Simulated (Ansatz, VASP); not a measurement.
**Two plane-wave programs on GaN**

```xyz
2
Lattice="0.0000 2.4347 2.4347 2.4347 0.0000 2.4347 2.4347 2.4347 0.0000" Properties=species:S:1:pos:R:3 pbc="T T T"
Ga    0.0000    0.0000    0.0000
N     1.2174    1.2174    1.2174
```

Alike in both runs: task single point; functional PBEsol; k mesh 6 × 6 × 6; occupations gaussian, width 0.1 eV; no spin polarisation.

|  | VASP | Ansatz |
| --- | --- | --- |
| version | VASP 6.6.1 | Ansatz 0.2.0 |
| potentials or method | VASP PAW PBE potentials, release 64 (Ga_d, N), cutoff 600 eV | scalar-relativistic, plane waves, PAW |
| valence electrons in the cell | 18 | 18 |

```csv
,VASP,Ansatz,Ansatz less VASP
gap on the k mesh at the Fermi level (eV),0.23,0.22,-0.007
least direct gap on the mesh (eV),0.23,0.22,-0.007
pressure (GPa),-26.5,-26.3,+0.11
```

VASP's potentials were made for PBE, not for PBEsol. With one functional, cell and mesh, what is left measures potentials, basis and numerics.
